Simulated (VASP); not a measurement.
# GaN (F-43m) in VASP: further runs

Runs on GaN. Level: LDA. Tasks: vibrations by perturbation theory.

Program: VASP 6.6.1. These are calculated values, not measurements. Logs are shortened: lines on timing, memory, paths and dates and some standing lists are left out, and cuts for length are marked.

## 1. The cell of the first run

Symmetry: F-43m, No. 216, cubic system. The conventional cell has a = 4.378 Å, b = 4.378 Å, c = 4.378 Å, α = 90.00°, β = 90.00°, γ = 90.00°. Ga (site symmetry -43m) has 4 N at 1.90 Å within 2.5 Å. N (site symmetry -43m) has 4 Ga at 1.90 Å within 2.5 Å.

## 2. Vibrations by perturbation theory, LDA

The input, INCAR:

```
PREC = Accurate ; ENCUT = 520
EDIFF = 1E-8 ; ISMEAR = 0
SIGMA = 0.01 ; LREAL = False
LASPH = True ; NELM = 60
ALGO = Normal ; ISIF = 2
LWAVE = False ; LCHARG = False
GGA = CA ; NBANDS = 16
IBRION = 8 ; NSW = 1
LEPSILON = True
```

The input, KPOINTS:

```
regular mesh
0
Gamma
  10 10 10
```

The input, POSCAR:

```
GaN
1.0
    0.0000000000      2.1888008425      2.1888008425
    2.1888008425      0.0000000000      2.1888008425
    2.1888008425      2.1888008425      0.0000000000
Ga N
1 1
Direct
    0.0000000000      0.0000000000      0.0000000000
    0.7500000000      0.7500000000      0.7500000000
```

Potentials or basis: VASP PAW LDA potentials, release 64 (Ga_d, N).

Run with:

```bash
cat potpaw_LDA.64/Ga_d/POTCAR potpaw_LDA.64/N/POTCAR > POTCAR
mpirun -np 1 vasp_std > vasp.out
```

OUTCAR:

```text
PREC = Accurate
   ENCUT = 520
   EDIFF = 1E-8
   ISMEAR = 0
   LREAL = False
   LASPH = True
   NELM = 60
   ISIF = 2
   GGA = CA
   IBRION = 8
   NSW = 1
   LEPSILON = True

 ion  position               nearest neighbor table
   1  0.000  0.000  0.000-   2 1.90   2 1.90   2 1.90   2 1.90
   2  0.750  0.750  0.750-   1 1.90   1 1.90   1 1.90   1 1.90

  LATTYP: Found a face centered cubic cell.
 ALAT       =     4.3776016850

  Lattice vectors:

 A1 = (   0.0000000000,   2.1888008425,   2.1888008425)
 A2 = (   2.1888008425,   0.0000000000,   2.1888008425)
 A3 = (   2.1888008425,   2.1888008425,   0.0000000000)

Analysis of symmetry for initial positions (statically):
=====================================================================
 Subroutine PRICEL returns:
 Original cell was already a primitive cell.

 Routine SETGRP: Setting up the symmetry group for a
 face centered cubic supercell.

 Subroutine GETGRP returns: Found 24 space group operations
 (whereof 24 operations were pure point group operations)
 out of a pool of 48 trial point group operations.

The static configuration has the point symmetry T_d .

Analysis of symmetry for dynamics (positions and initial velocities):
=====================================================================
 Subroutine PRICEL returns:
 Original cell was already a primitive cell.

 Routine SETGRP: Setting up the symmetry group for a
 face centered cubic supercell.

 Subroutine GETGRP returns: Found 24 space group operations
 (whereof 24 operations were pure point group operations)
 out of a pool of 48 trial point group operations.

The dynamic configuration has the point symmetry T_d .

 Subroutine INISYM returns: Found 24 space group operations
 (whereof 24 operations are pure point group operations),
 and found     1 'primitive' translations

----------------------------------------------------------------------------------------

                                     Primitive cell

  volume of cell :      20.9724

  direct lattice vectors                    reciprocal lattice vectors
     0.000000000  2.188800843  2.188800843    -0.228435585  0.228435585  0.228435585
     2.188800843  0.000000000  2.188800843     0.228435585 -0.228435585  0.228435585
     2.188800843  2.188800843  0.000000000     0.228435585  0.228435585 -0.228435585

  length of vectors
     3.095431837  3.095431837  3.095431837     0.395662039  0.395662039  0.395662039

  position of ions in fractional coordinates (direct lattice)
     0.000000000  0.000000000  0.000000000
     0.750000000  0.750000000  0.750000000

  ion indices of the primitive-cell ions
   primitive index   ion index
                 1           1
                 2           2

----------------------------------------------------------------------------------------

 KPOINTS: regular mesh

Automatic generation of k-mesh.
 Grid dimensions read from file:
 generate k-points for:   10   10   10

 Generating k-lattice:

  Cartesian coordinates                     Fractional coordinates (reciprocal lattice)
    -0.022843558  0.022843558  0.022843558     0.100000000  0.000000000  0.000000000
     0.022843558 -0.022843558  0.022843558     0.000000000  0.100000000  0.000000000
[... 604 lines left out ...]
  ---------------------------------------------------
  free energy    TOTEN  =        -0.27306408 eV

  energy without entropy =       -0.27306408

------------------------ aborting loop because EDIFF is reached ----------------------------------------

--------------------------------------- Ionic step        2  -------------------------------------------

------------------------ aborting loop because EDIFF is reached ----------------------------------------

--------------------------------------- Ionic step        3  -------------------------------------------

------------------------ aborting loop because EDIFF is reached ----------------------------------------

 PIEZOELECTRIC TENSOR FIELD DIRECTION 3  (e Angst)
 -----------------------------------------------------------------------------
    -0.00145  1.31538  0.00000           ( -0.00000  0.11145  0.00000)
     1.31538 -0.00145  0.00000           (  0.11145 -0.00000  0.00000)
     0.00000  0.00000  0.00182           (  0.00000  0.00000 -0.00000)

 PIEZOELECTRIC TENSOR FIELD DIRECTION 3  (C/m^2)
 -----------------------------------------------------------------------------
    -0.00111  1.00488  0.00000
     1.00488 -0.00111  0.00000
     0.00000  0.00000  0.00139

--------------------------------------- Ionic step        4  -------------------------------------------

------------------------ aborting loop because EDIFF is reached ----------------------------------------

[... ionic steps 5 to 6 ...]

--------------------------------------- Ionic step        7  -------------------------------------------

 Free energy of the ion-electron system (eV)
  ---------------------------------------------------
  ---------------------------------------------------
  free energy    TOTEN  =        -0.23080134 eV

  energy without entropy =       -0.23080134

------------------------ aborting loop because EDIFF is reached ----------------------------------------

 INTERNAL STRAIN TENSOR  FOR ION    2  DIRECTION 1   (eV/Angst):
 -----------------------------------------------------------------------------
     0.00009  0.00000  0.00000
     0.00000 -0.00323 12.72412
     0.00000 12.72412 -0.00323

 MACROSCOPIC STATIC DIELECTRIC TENSOR (including local field effects in DFT)
 ------------------------------------------------------
           5.480596    -0.000000    -0.000000
          -0.000000     5.480596     0.000000
           0.000000     0.000000     5.480596
 ------------------------------------------------------

 PIEZOELECTRIC TENSOR (including local field effects)  for field in x, y, z        (e  Angst)
          XX          YY          ZZ          XY          YZ          ZX
  --------------------------------------------------------------------------------
  x     0.00000    -0.00000    -0.00000     0.00000     1.31772     0.00000
  y     0.00000     0.00000     0.00000     0.00000     0.00000     1.31772
  z     0.00000     0.00000    -0.00000     1.31772     0.00000     0.00000

 PIEZOELECTRIC TENSOR (including local field effects)  for field in x, y, z        (C/m^2)
          XX          YY          ZZ          XY          YZ          ZX
  --------------------------------------------------------------------------------
  x     0.00000    -0.00000    -0.00000     0.00000     1.00667     0.00000
  y     0.00000     0.00000     0.00000     0.00000     0.00000     1.00667
  z     0.00000     0.00000    -0.00000     1.00667     0.00000     0.00000

 BORN EFFECTIVE CHARGES (including local field effects) (in |e|, cummulative output)
 ---------------------------------------------------------------------------------
 ion    1
    1     2.59965     0.00000     0.00000
    2     0.00000     2.59965     0.00000
    3     0.00000     0.00000     2.59965
 ion    2
    1    -2.59965     0.00000     0.00000
    2     0.00000    -2.59965     0.00000
    3     0.00000     0.00000    -2.59965

 INTERNAL STRAIN TENSOR FOR ION    2 for displacements in x,y,z  (eV/Angst):
          X           Y           Z          XY          YZ          ZX
  --------------------------------------------------------------------------------
  x     0.00000     0.00000     0.00000     0.00000    12.72412     0.00000
  y     0.00000    -0.00000     0.00000     0.00000     0.00000    12.72412
  z     0.00000     0.00000     0.00000    12.72412     0.00000     0.00000

 SECOND DERIVATIVES (NOT SYMMETRIZED)
 ------------------------------------
               1X          1Y          1Z          2X          2Y          2Z
  1X   -15.541926    0.000000    0.000000   15.541926    0.000000    0.000000
  1Y     0.000000  -15.541926    0.000000    0.000000   15.541926    0.000000
  1Z     0.000000    0.000000  -15.541926    0.000000    0.000000   15.541926
  2X    15.574283    0.000000    0.000000  -15.574283    0.000000    0.000000
  2Y     0.000000   15.574283    0.000000    0.000000  -15.574283    0.000000
  2Z     0.000000    0.000000   15.574283    0.000000    0.000000  -15.574283

 Eigenvectors and eigenvalues of the dynamical matrix
 ----------------------------------------------------

   1 f  =   18.064950 THz   113.505427 2PiTHz  602.581862 cm-1    74.710595 meV
             X         Y         Z           dx          dy          dz
      0.000000  0.000000  0.000000     0.000000   -0.408581    0.000000
      3.283201  3.283201  3.283201    -0.000000    0.912722    0.000000
[... 21 lines left out ...]
   6 f/i=    0.007005 THz     0.044016 2PiTHz    0.233676 cm-1     0.028972 meV
             X         Y         Z           dx          dy          dz
      0.000000  0.000000  0.000000    -0.140202    0.739456    0.516343
      3.283201  3.283201  3.283201    -0.062762    0.331018    0.231142

--------------------------------------------------------------------------------------------------------

 MACROSCOPIC STATIC DIELECTRIC TENSOR IONIC CONTRIBUTION
 ------------------------------------------------------
           3.747923    -0.000000     0.000000
          -0.000000     3.747923     0.000000
           0.000000     0.000000     3.747923
 ------------------------------------------------------

 ELASTIC MODULI CONTR FROM IONIC RELAXATION (kBar)
 Direction    XX          YY          ZZ          XY          YZ          ZX
 --------------------------------------------------------------------------------
 XX          -0.0000     -0.0000     -0.0000      0.0000     -0.0000     -0.0000
 YY          -0.0000     -0.0000     -0.0000      0.0000      0.0000      0.0000
 ZZ          -0.0000     -0.0000     -0.0000     -0.0000      0.0000     -0.0000
 XY           0.0000      0.0000     -0.0000   -752.5540     -0.0000      0.0000
 YZ          -0.0000      0.0000      0.0000     -0.0000   -752.5540      0.0000
 ZX          -0.0000      0.0000     -0.0000      0.0000      0.0000   -752.5540
 --------------------------------------------------------------------------------

 PIEZOELECTRIC TENSOR IONIC CONTR  for field in x, y, z        (C/m^2)
          XX          YY          ZZ          XY          YZ          ZX
  --------------------------------------------------------------------------------
  x    -0.00000     0.00000     0.00000    -0.00000    -1.58029     0.00000
  y    -0.00000     0.00000    -0.00000     0.00000     0.00000    -1.58029
  z     0.00000     0.00000    -0.00000    -1.58029    -0.00000    -0.00000
```

Run time: 3.7 min. Hardware: 1 thread of Intel Xeon Platinum 8559C (Emerald Rapids), shared host; peak memory 0.25 GiB.

Results:

| Quantity | Value |
| --- | --- |
| Electronic dielectric tensor (diagonal) | 5.48 |
| Born charges (mean of the diagonal) | Ga +2.60; N -2.60 e |
| Highest phonon frequency at Γ, LO-TO splitting left out | 603 cm⁻¹ |

Phonon frequencies in cm⁻¹ (negative: imaginary):
| q point | frequencies |
| --- | --- |
| (0.000, 0.000, 0.000) | 0 0 0 603 603 603 |

Electronic dielectric tensor:
```
5.48 0.00 0.00
0.00 5.48 0.00
0.00 0.00 5.48
```

Born effective charge tensors (e):
atom 1, Ga
```
2.60 0.00 0.00
0.00 2.60 0.00
0.00 0.00 2.60
```
atom 2, N
```
-2.60  0.00  0.00
 0.00 -2.60  0.00
 0.00  0.00 -2.60
```

Caveat: the cell wasn't relaxed at this level first, which shifts response properties.

[end of part 1 of 2]
